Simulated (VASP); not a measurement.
The system is Hf.

```
Hf
1.0
     0.00000    2.22000    2.22000
     2.22000    0.00000    2.22000
     2.22000    2.22000    0.00000
Hf
1
Direct
  0.00000 0.00000 0.00000
```

```yaml
Program: VASP 6.6.1
Task: relaxation of cell and atoms
Functional: PBEsol
Potentials_or_basis: VASP PAW PBE potentials, release 64 (Hf_pv)
Cutoff: 600 eV
k_mesh: 10 × 10 × 10
Occupations: fermi-dirac, width 0.05 eV
Spin: no spin polarisation
```

At the start: pressure -2.1 GPa; volume 21.88 Å³/atom.

How do energy, volume and symmetry change on relaxing?

Over 3 steps the energy falls by 2.7 meV/atom and the volume is 21.47 Å³/atom (-1.9 %); space group Fm-3m (No. 225, to 0.05 Å).

Step by step:
```tsv
step	energy change (eV)	largest force (eV/Å)	pressure (GPa)	volume (Å³)
1	0.0000	0.0000	-2.06	21.88
2	0.0010	0.0000	2.60	21.00
3	-0.0027	0.0000	-0.01	21.47
```

Final structure:
```xyz
1
Lattice="0.0000 2.2061 2.2061 2.2061 0.0000 2.2061 2.2061 2.2061 0.0000" Properties=species:S:1:pos:R:3 pbc="T T T"
Hf    0.0000    0.0000    0.0000
```

Caveat: the PAW data sets were made with another functional, which shifts forces and pressure a little.
